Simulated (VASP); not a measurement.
# Ga4P3N: single point with r2SCAN

The system is Ga4P3N.

```
CELL_PARAMETERS angstrom
6.85090 -1.84680 0.02544
6.85090 1.84680 0.02544
-2.98665 0.00000 5.62682
ATOMIC_POSITIONS crystal
N 0.00095 0.00095 0.66206
P 0.74392 0.74392 0.07274
P 0.49958 0.49958 0.17213
P 0.25761 0.25761 0.59132
Ga 0.16749 0.16749 0.83026
Ga 0.94045 0.94045 0.30609
Ga 0.68836 0.68836 0.35780
Ga 0.45163 0.45163 0.75760
```

| Property | Result |
| --- | --- |
| Program | VASP 6.6.1 |
| Task | single point |
| Functional | r2SCAN |
| Potentials or basis | VASP PAW PBE potentials, release 64 (N, P, Ga_d) |
| Cutoff | 660 eV |
| k mesh | 6 × 6 × 4 |
| Occupations | fermi-dirac, width 0.02 eV |
| Spin | no spin polarisation |
| Dipole correction | no |
| Further INCAR settings | ALGO = Normal; EDIFF = 1e-06; NBANDS = 46 |

The pressure is 0.0 GPa and the largest force is 0.061 eV/Å. The band gap on the k mesh is 0.02 eV.

Forces on the atoms (eV/Å):
```
N   -0.027  0.000  0.013
P   -0.004  0.000  0.001
P    0.002  0.000  0.004
P   -0.001  0.000 -0.002
Ga   0.050  0.000  0.026
Ga   0.004  0.000 -0.061
Ga   0.007  0.000 -0.002
Ga  -0.030  0.000  0.020
```

Levels at points of the mesh, in eV from the valence-band top:
```tsv
k point	band 34	band 35	band 36	band 37	band 38	band 39
(0.00, 0.00, 0.00)	-0.45	-0.14	0.00	0.02	2.40	2.52
(0.50, 0.00, 0.00)	-2.89	-2.31	-1.69	2.95	3.15	3.40
(0.50, 0.50, 0.00)	-0.75	-0.38	-0.31	0.79	2.32	3.20
(0.00, 0.00, 0.50)	-1.17	-1.03	-0.73	1.26	2.64	3.61
(0.50, 0.00, 0.50)	-2.35	-1.95	-1.29	1.44	1.98	2.26
(0.50, 0.50, 0.50)	-1.20	-0.92	-0.67	1.66	2.62	2.88
```

It took 49 min on 1 thread of Intel(R) Xeon(R) Platinum 8259CL CPU @ 2.50GHz (Skylake/Cascade Lake) (shared host), peak memory 0.71 GiB.

Caveat: semilocal functionals underestimate gaps, and a narrow one can read as zero; the PAW data sets were made with another functional, which shifts forces and pressure a little. A k mesh can miss the band edges.
